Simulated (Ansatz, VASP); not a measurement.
# HfN in VASP and in Ansatz

```
CELL_PARAMETERS angstrom
0.00000 2.56414 2.56414
2.56414 0.00000 2.56414
2.56414 2.56414 0.00000
ATOMIC_POSITIONS crystal
Hf 0.00000 0.00000 0.00000
N 0.75000 0.75000 0.75000
```

Alike in both runs: task single point; functional PBE; k mesh 14 × 14 × 14; occupations gaussian, width 0.1 eV; no spin polarisation.

|  | VASP | Ansatz |
| --- | --- | --- |
| version | VASP 6.6.1 | Ansatz 0.2.0 |
| potentials or method | VASP PAW PBE potentials, release 64 (Hf_pv, N), cutoff 520 eV | scalar-relativistic, plane waves, PAW |
| valence electrons in the cell | 15 | 31 |

Ansatz gave:

```
gap on the k mesh at the Fermi level (eV) : none
pressure (GPa)                            : -18.6
```

**Question.** What did VASP give for the same quantities?

**Answer.** gap on the k mesh at the Fermi level (eV): none; pressure (GPa): -19.6.

A gap of «none» marks a metal or a gap that the smearing closes. VASP's potentials hold 15 valence electrons a cell and Ansatz's 31, so a difference there can come from the potentials and not from the codes.

Neither program's run includes spin-orbit coupling.
